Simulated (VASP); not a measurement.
# InP3 (R-3m) in VASP: notebook

The runs below take InP3 through single point, with r2SCAN.

Program: VASP 6.6.1. These are calculated values, not measurements. Logs are shortened: lines on timing, memory, paths and dates and some standing lists are left out, and cuts for length are marked.

## 1. The cell of the first run

Symmetry: R-3m, No. 166, trigonal system. The conventional cell has a = 7.483 Å, b = 7.483 Å, c = 10.563 Å, α = 90.00°, β = 90.00°, γ = 120.00°. In (site symmetry 3m) has 6 P at 2.69 to 3.00 Å within 3.5 Å. Within 3.0 Å of P (site symmetry m) lie 2 P at 2.23 Å and 2 In at 2.69 to 3.00 Å.

## 2. Single point, r2SCAN (strain +0.0450 x Voigt [0, 0, 1, 0, 0, 0])

Contents of POSCAR:

```
InP3
1.0
    3.7414989627      2.1601554333      3.5208683160
   -3.7414989627      2.1601554333      3.5208683160
    0.0000000000     -4.3203108666      3.5208683160
In P
2 6
Direct
    0.2702519987      0.2702519987      0.2702519987
    0.7297480013      0.7297480013      0.7297480013
    0.7982893840      0.2446976857      0.7982893840
    0.7982893840      0.7982893840      0.2446976857
    0.2446976857      0.7982893840      0.7982893840
    0.2017106160      0.7553023143      0.2017106160
    0.7553023143      0.2017106160      0.2017106160
    0.2017106160      0.2017106160      0.7553023143
```

Contents of INCAR.step1:

```
SYSTEM = InP3
ALGO = Normal
EDIFF = 1E-4
ENCUT = 520
GGA = PE
ISMEAR = 0
LASPH = .True.
LCHARG = .False.
LREAL = .False.
LWAVE = .True.
NBANDS = 38
NELM = 60
PREC = Accurate
SIGMA = 0.15
```

Contents of INCAR.step2:

```
SYSTEM = InP3
ALGO = Normal
EDIFF = 1E-6
ENCUT = 520
ISIF = 2
ISMEAR = 0
ISTART = 1
LASPH = .True.
LCHARG = .False.
LMIXTAU = .True.
LREAL = .False.
LWAVE = .False.
METAGGA = R2SCAN
NBANDS = 38
NELM = 60
PREC = Accurate
SIGMA = 0.15
```

Contents of KPOINTS:

```
k-points
0
Gamma
  6 6 6
  0 0 0
```

Potentials or basis: VASP PAW PBE potentials, release 64 (In_d, P).

The run is started by

```sh
cat potpaw_PBE.64/In_d/POTCAR potpaw_PBE.64/P/POTCAR > POTCAR
cp INCAR.step1 INCAR
mpirun -np 1 vasp_std > vasp.out
cp INCAR.step2 INCAR
mpirun -np 1 vasp_std > vasp.out
```

OUTCAR:

```text
SYSTEM = InP3
   EDIFF = 1E-6
   ENCUT = 520
   ISIF = 2
   ISMEAR = 0
   ISTART = 1
   LASPH = .True.
   LREAL = .False.
   METAGGA = R2SCAN
   NELM = 60
   PREC = Accurate

 ion  position               nearest neighbor table
   1  0.270  0.270  0.270-   6 2.69   7 2.69   8 2.69   6 3.00   7 3.00   8 3.00
   2  0.730  0.730  0.730-   3 2.69   5 2.69   4 2.69   3 3.00   5 3.00   4 3.00
   3  0.798  0.245  0.798-   8 2.23   7 2.23   2 2.69   2 3.00
   4  0.798  0.798  0.245-   6 2.23   7 2.23   2 2.69   2 3.00
   5  0.245  0.798  0.798-   8 2.23   6 2.23   2 2.69   2 3.00
   6  0.202  0.755  0.202-   4 2.23   5 2.23   1 2.69   1 3.00
   7  0.755  0.202  0.202-   4 2.23   3 2.23   1 2.69   1 3.00
   8  0.202  0.202  0.755-   3 2.23   5 2.23   1 2.69   1 3.00

  LATTYP: Found a trigonal (rhomboedric) cell.
 ALAT       =     5.5732934323
 COS(alpha) =     0.0986417550

  Lattice vectors:

 A1 = (   3.7414989627,   2.1601554333,   3.5208683160)
 A2 = (  -3.7414989627,   2.1601554333,   3.5208683160)
 A3 = (   0.0000000000,  -4.3203108666,   3.5208683160)

Analysis of symmetry for initial positions (statically):
=====================================================================
 Subroutine PRICEL returns:
 Original cell was already a primitive cell.

 Routine SETGRP: Setting up the symmetry group for a
 trigonal (rhombohedral) supercell.

 Subroutine GETGRP returns: Found 12 space group operations
 (whereof 12 operations were pure point group operations)
 out of a pool of 12 trial point group operations.

The static configuration has the point symmetry D_3d.

Analysis of symmetry for dynamics (positions and initial velocities):
=====================================================================
 Subroutine PRICEL returns:
 Original cell was already a primitive cell.

 Routine SETGRP: Setting up the symmetry group for a
 trigonal (rhombohedral) supercell.

 Subroutine GETGRP returns: Found 12 space group operations
 (whereof 12 operations were pure point group operations)
 out of a pool of 12 trial point group operations.

The dynamic configuration has the point symmetry D_3d.

 Subroutine INISYM returns: Found 12 space group operations
 (whereof 12 operations are pure point group operations),
 and found     1 'primitive' translations

----------------------------------------------------------------------------------------

                                     Primitive cell

  volume of cell :     170.7386

[... 108 lines left out ...]
   POTIM  = 0.5000    time-step for ionic-motion
   TEBEG  =    0.0;   TEEND  =   0.0 temperature during run
   PSTRESS=    0.0 pullay stress
   NELECT =      56.0000    total number of electrons
   NUPDOWN=      -1.0000    fix difference up-down
   EMIN   =  10.00;   EMAX   =-10.00  energy-range for DOS
   EFERMI =   0.00;   METHOD = LEGACY
   ISMEAR =     0;   SIGMA  =   0.15  broadening in eV -4-tet -1-fermi 0-gaus
   EFERMI_NEDOS =   21; number of points for ismear=-14 and -15
   IALGO  =     38    algorithm
   IMIX   =      4    mixing-type and parameters
     AMIX     =   0.40;   BMIX     =  1.00
     AMIX_MAG =   1.60;   BMIX_MAG =  1.00
  volume/ion in A,a.u.               =      21.34       144.03
  Fermi-wavevector in a.u.,A,eV,Ry     =   1.128999  2.133499 17.342518  1.274639
  Thomas-Fermi vector in A             =   2.265691
   LORBIT       =      0    0 simple, 1 ext, 2 COOP (PROOUT), +10 PAW based schemes
   METAGGA = R2SCAN    functional components
   LHFCALC =     F    Hartree Fock is set to
   AEXX    =    0.0000 exact exchange contribution
   IVDW    =     0    specifies the selected vdW correction
   LEPSILON=     F    determine dielectric tensor
   LRPA    =     F    only Hartree local field effects (RPA)
 non-spin polarized calculation
 Gauss-broadening in eV      SIGMA  =   0.15
  energy-cutoff  :      520.00
  volume of cell :      170.74
 maximum number of plane-waves:      4621
 NGX is ok and might be reduce to    42
   NGX = 21   NGY = 21   NGZ = 21

 number of electron      55.9999996 magnetization

 Free energy of the ion-electron system (eV)
  ---------------------------------------------------
  ext. energy  EPLUGINS =         0.00000000
  ---------------------------------------------------
  free energy    TOTEN  =      -100.04827427 eV

  energy without entropy =     -100.03686462  energy(sigma->0) =     -100.04256944

 E-fermi :   5.8242     XC(G=0): -10.3438

 val. band max:        5.8187664732   @ k =   0.5000   0.5000   0.0000
 cond. band min:       5.8544096079   @ k =   0.5000   0.5000   0.1667
 fundamental gap:      0.0356431347
 Fermi energy:         5.8242187315

 k-point     1 :       0.0000    0.0000    0.0000
  band No.  band energies     occupation
      1      -9.1300      2.00000
      2      -9.1300      2.00000
      3      -9.0220      2.00000
      4      -9.0220      2.00000
      5      -8.9343      2.00000
      6      -8.9266      2.00000
[... 973 lines left out ...]
     37      10.5713      0.00000
     38      10.9507      0.00000

 [... further k-points ...]

------------------------ aborting loop because EDIFF is reached ----------------------------------------

  FORCE on cell =-STRESS in cart. coord.  units (eV):
  Direction    XX          YY          ZZ          XY          YZ          ZX
  --------------------------------------------------------------------------------------
  -------------------------------------------------------------------------------------
  Total       -2.1322617     -2.1322617     -4.9555841      0.0000000      0.0000000      0.0000000
  in kB      -20.0087257    -20.0087257    -46.5022293      0.0000000      0.0000000      0.0000000
  external PRESSURE =     -28.8398936 kB  Pullay stress =       0.0000000 kB

 VOLUME and BASIS-vectors are now :
 -----------------------------------------------------------------------------
  energy-cutoff  :      520.00
  volume of cell :      170.74
      direct lattice vectors                 reciprocal lattice vectors
     3.741498963  2.160155433  3.520868316     0.133636279  0.077154942  0.094673616
    -3.741498963  2.160155433  3.520868316    -0.133636279  0.077154942  0.094673616
     0.000000000 -4.320310867  3.520868316     0.000000000 -0.154309884  0.094673616

 POSITION                                       TOTAL-FORCE (eV/Angst)
 -----------------------------------------------------------------------------------
      0.00000      0.00000      2.85457         0.000000     -0.000000      0.052275
      0.00000      0.00000      7.70804         0.000000     -0.000000     -0.052275
      2.07126     -1.19584      6.48289         0.132680     -0.076603      0.510836
      0.00000      2.39169      6.48289         0.000000      0.153205      0.510836
     -2.07126     -1.19584      6.48289        -0.132680     -0.076603      0.510836
     -2.07126      1.19584      4.07971        -0.132680      0.076603     -0.510836
      2.07126      1.19584      4.07971         0.132680      0.076603     -0.510836
      0.00000     -2.39169      4.07971         0.000000     -0.153205     -0.510836
 -----------------------------------------------------------------------------------
    total drift:                               -0.000000      0.000000     -0.000000

  FREE ENERGIE OF THE ION-ELECTRON SYSTEM (eV)
  ---------------------------------------------------
  free  energy   TOTEN  =      -100.0482742664 eV

  energy  without entropy=     -100.0368646224  energy(sigma->0) =     -100.04256944
```

OUTCAR.step1:

```text
SYSTEM = InP3
   EDIFF = 1E-4
   ENCUT = 520
   GGA = PE
   ISMEAR = 0
   LASPH = .True.
   LREAL = .False.
   NELM = 60
[... 1228 lines left out ...]
     -2.07126      1.19584      4.07971        -0.071555      0.041312     -0.254680
      2.07126      1.19584      4.07971         0.071555      0.041312     -0.254680
      0.00000     -2.39169      4.07971        -0.000000     -0.082625     -0.254680
 -----------------------------------------------------------------------------------
    total drift:                               -0.000000      0.000000     -0.000000

  FREE ENERGIE OF THE ION-ELECTRON SYSTEM (eV)
  ---------------------------------------------------
  free  energy   TOTEN  =       -38.0210815702 eV

  energy  without entropy=      -38.0113015211  energy(sigma->0) =      -38.01619155
```

It took 15 min on 1 thread of Oxide Virtual Turin-like, shared host; peak memory 0.35 GiB.

What came out:

| Quantity | Value |
| --- | --- |
| Free energy | -100.0483 eV |
| Pressure | -2.9 GPa |
| Largest force | 0.533 eV/Å |
| Band gap on the k mesh | zero (bands 28 and 29 overlap by 0.69 eV) |

Forces on the atoms (eV/Å):
```
In   0.000  0.000  0.052
In   0.000  0.000 -0.052
P    0.133 -0.077  0.511
P    0.000  0.153  0.511
P   -0.133 -0.077  0.511
P   -0.133  0.077 -0.511
P    0.133  0.077 -0.511
P    0.000 -0.153 -0.511
```

Caveat: the cell differs from its parent crystal (strain +0.0450 x Voigt [0, 0, 1, 0, 0, 0]); semilocal functionals underestimate gaps, and a narrow one can read as zero; the PAW data sets were made with another functional, which shifts forces and pressure a little; spin-orbit coupling is left out, which moves the levels of the heavy elements.

## 3. Single point, r2SCAN (strain +0.0525 x Voigt [0, 0, 1, 0, 0, 0])

POSCAR, as its differences from that of step 2:

```diff
@@ -2,5 +2,5 @@
 1.0
-    3.7414989627      2.1601554333      3.5208683160
-   -3.7414989627      2.1601554333      3.5208683160
-    0.0000000000     -4.3203108666      3.5208683160
+    3.7414989627      2.1601554333      3.5461377058
+   -3.7414989627      2.1601554333      3.5461377058
+    0.0000000000     -4.3203108666      3.5461377058
 In P
```

Contents of INCAR.step1:

```
PREC = Accurate
ENCUT = 520
ISMEAR = 0
SIGMA = 0.15
LREAL = False
LASPH = True
NELM = 100
NBANDS = 38
GGA = PE
ALGO = Normal
EDIFF = 1E-4
LWAVE = True
LCHARG = False
```

Contents of INCAR.step2:

```
PREC = Accurate
ENCUT = 520
EDIFF = 1E-7
ISMEAR = 0
SIGMA = 0.15
LREAL = False
LASPH = True
NELM = 100
ALGO = Normal
ISIF = 2
LWAVE = False
LCHARG = True
METAGGA = R2SCAN
LMIXTAU = True
LELF = True
LVHAR = True
NBANDS = 38
ISTART = 1
```

Contents of KPOINTS:

```
Automatic mesh
0
Gamma
  6 6 6
```

Potentials or basis: VASP PAW PBE potentials, release 64 (In_d, P).

The run is started by

```sh
cat potpaw_PBE.64/In_d/POTCAR potpaw_PBE.64/P/POTCAR > POTCAR
cp INCAR.step1 INCAR
mpirun -np 1 vasp_std > vasp.out
cp INCAR.step2 INCAR
mpirun -np 1 vasp_std > vasp.out
```

Run time: 15 min. Hardware: 1 thread of Oxide Virtual Turin-like, shared host; peak memory 0.35 GiB.

Results (log left out):

* Free energy: -100.0106 eV
* Pressure: -3.2 GPa
* Largest force: 0.606 eV/Å
* Band gap on the k mesh: zero (bands 28 and 29 overlap by 0.70 eV)

Forces on the atoms (eV/Å):
```
In   0.000  0.000  0.065
In   0.000  0.000 -0.065
P    0.145 -0.083  0.582
P    0.000  0.167  0.582
P   -0.145 -0.083  0.582
P   -0.145  0.083 -0.582
P    0.145  0.083 -0.582
P    0.000 -0.167 -0.582
```

Stress tensor (GPa, compression positive):
```
-2.21  0.00  0.00
 0.00 -2.21  0.00
 0.00  0.00 -5.29
```

Levels at points of the mesh, in eV from the Fermi level:
```csv
k point,band 26,band 27,band 28,band 29,band 30,band 31
"(0.00, 0.00, 0.00)",-1.98,-0.59,-0.55,-0.55,-0.45,2.75
"(0.50, 0.00, 0.00)",-1.21,-1.20,-1.10,0.80,2.63,3.10
"(0.50, 0.50, 0.00)",-0.88,-0.59,0.00,1.77,1.90,2.42
"(0.50, 0.50, 0.50)",0.07,0.15,0.15,1.98,1.98,2.05
```

Caveat: the cell differs from its parent crystal (strain +0.0525 x Voigt [0, 0, 1, 0, 0, 0]); the cell stands under tension; semilocal functionals underestimate gaps, and a narrow one can read as zero; the PAW data sets were made with another functional, which shifts forces and pressure a little; spin-orbit coupling is left out, which moves the levels of the heavy elements.

## 4. Single point, r2SCAN (strain +0.0600 x Voigt [0, 0, 1, 0, 0, 0])

POSCAR, as its differences from that of step 3:

```diff
@@ -2,5 +2,5 @@
 1.0
-    3.7414989627      2.1601554333      3.5461377058
-   -3.7414989627      2.1601554333      3.5461377058
-    0.0000000000     -4.3203108666      3.5461377058
+    3.7414989627      2.1601554333      3.5714070956
+   -3.7414989627      2.1601554333      3.5714070956
+    0.0000000000     -4.3203108666      3.5714070956
 In P
```

Contents of INCAR.step1:

```
  PREC = Accurate
  ENCUT = 520
  ISMEAR = 0
  SIGMA = 0.15
  LREAL = False
  LASPH = True
  NELM = 100
  NBANDS = 38
  GGA = PE
  ALGO = Normal
  EDIFF = 1E-4
  LWAVE = True
  LCHARG = False
```

Contents of INCAR.step2:

```
  PREC = Accurate
  ENCUT = 520
  EDIFF = 1E-7
  ISMEAR = 0
  SIGMA = 0.15
  LREAL = False
  LASPH = True
  NELM = 100
  ALGO = Normal
  ISIF = 2
  LWAVE = False
  LCHARG = False
  METAGGA = R2SCAN
  LMIXTAU = True
  NBANDS = 38
  ISTART = 1
```

Contents of KPOINTS:

```
regular mesh
0
Gamma
  6 6 6
```

The run is started by

```sh
cat potpaw_PBE.64/In_d/POTCAR potpaw_PBE.64/P/POTCAR > POTCAR
cp INCAR.step1 INCAR
mpirun -np 1 vasp_std > vasp.out
cp INCAR.step2 INCAR
mpirun -np 1 vasp_std > vasp.out
```

Run time: 16 min. Hardware: 1 thread of Oxide Virtual Turin-like, shared host; peak memory 0.35 GiB.

The run converged. Its results:

| Quantity | Value |
| --- | --- |
| Free energy | -99.9681 eV |
| Pressure | -3.6 GPa |
| Largest force | 0.679 eV/Å |
| Band gap on the k mesh | zero (bands 28 and 29 overlap by 0.66 eV) |

Forces on the atoms (eV/Å):
```
In   0.000  0.000  0.080
In   0.000  0.000 -0.080
P    0.156 -0.090  0.654
P    0.000  0.180  0.654
P   -0.156 -0.090  0.654
P   -0.156  0.090 -0.654
P    0.156  0.090 -0.654
P    0.000 -0.180 -0.654
```

Stress tensor (GPa, compression positive):
```
-2.42  0.00  0.00
 0.00 -2.42  0.00
 0.00  0.00 -5.92
```

Levels at points of the mesh, in eV from the Fermi level:
```tsv
k point	band 26	band 27	band 28	band 29	band 30	band 31
(0.00, 0.00, 0.00)	-1.99	-0.66	-0.53	-0.53	-0.49	2.78
(0.50, 0.00, 0.00)	-1.23	-1.17	-1.12	0.80	2.59	3.09
(0.50, 0.50, 0.00)	-0.90	-0.60	0.00	1.78	1.90	2.39
(0.50, 0.50, 0.50)	0.08	0.14	0.14	1.97	1.97	2.01
```

Caveat: the cell differs from its parent crystal (strain +0.0600 x Voigt [0, 0, 1, 0, 0, 0]); the cell stands under tension; semilocal functionals underestimate gaps, and a narrow one can read as zero; the PAW data sets were made with another functional, which shifts forces and pressure a little; spin-orbit coupling is left out, which moves the levels of the heavy elements.

## 5. Summary

```csv
cell,gap on the mesh (eV),pressure (GPa),largest force (eV/Å)
"a = 5.573 Å, angles 84.3°, 8 atoms",none,-2.9,0.53
"a = 5.589 Å, angles 84.0°, 8 atoms",none,-3.2,0.61
"a = 5.605 Å, angles 83.7°, 8 atoms",none,-3.6,0.68
```

Alike in all rows: task single point; level r2SCAN; potentials or basis VASP PAW PBE potentials, release 64 (In_d, P); no spin polarisation; k mesh 6 × 6 × 6; cutoff (eV) 520; smearing gaussian 0.15 eV.

Caveats: semilocal functionals underestimate gaps, and a narrow one can read as zero; the PAW data sets were made with another functional, which shifts forces and pressure a little; spin-orbit coupling is left out, which moves the levels of the heavy elements; the cell stands under tension (at least some runs).

Total energies depend on the potentials used, so only differences within one code and one set of settings carry meaning.

The gap in the log of VASP goes by the Fermi energy; the results here count the filled bands.